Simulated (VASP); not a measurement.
Write the native input for VASP 6.6.1 that does the following.

```yaml
Task: single point
Functional: LDA
Potentials_or_basis: VASP PAW LDA potentials, release 64 (Hf_pv, O)
Cutoff: 520 eV
k_mesh: 6 × 6 × 8
Occupations: gaussian, width 0.05 eV
Spin: no spin polarisation
Dipole_correction: no
Further_INCAR_settings: ALGO = Normal; EDIFF = 1e-06; NBANDS = 31
```

The structure of HfO2 lies in POSCAR:

```
HfO2
1.0
    4.7539768156     -0.0105439045      0.1169779298
   -0.0105439045      4.6485334444     -0.1416822755
    0.0778976398     -0.0943486936      3.1768687053
Hf O
2 4
Direct
    0.0121983219      0.0008904871     -0.0108155449
    0.5112226067      0.5161461970      0.5866250272
    0.1893996110      0.7887460659      0.4918393480
    0.2938369266      0.2918288337     -0.0102498659
    0.6959796425      0.6944358007     -0.0256616646
    0.7973628913      0.2079526156      0.4682627002
```

This cell differs from its parent crystal: atoms moved at random and the cell strained at random.

One way to write it, as run:

INCAR

```
ALGO = Normal
EDIFF = 1E-6
ENCUT = 520
ISIF = 2
ISMEAR = 0
LASPH = T
LCHARG = F
LREAL = F
LWAVE = F
NBANDS = 31
NELM = 100
PREC = Accurate
SIGMA = 0.05
```

KPOINTS

```
k-points
0
Gamma
  6 6 8
```

Potentials or basis: VASP PAW LDA potentials, release 64 (Hf_pv, O).

Command:

```bash
$ cat potpaw_LDA.64/Hf_pv/POTCAR potpaw_LDA.64/O/POTCAR > POTCAR
$ mpirun -np 1 vasp_std > vasp.out
```

It gave:

| Item | Value |
| --- | --- |
| Pressure | 20.7 GPa |
| Largest force | 8.632 eV/Å |
| Band gap on the k mesh | 3.98 eV, direct |

Caveat: the cell differs from its parent crystal (atoms moved at random and the cell strained at random); spin-orbit coupling is left out, which moves the levels of the heavy elements; forces of over 1 eV/Å act on the atoms, so gaps and moduli don't describe the material at rest.

Wall time 92 s on 1 thread of Intel(R) Xeon(R) 6975P-C (Granite Rapids), on a shared host, peak memory 0.34 GiB.
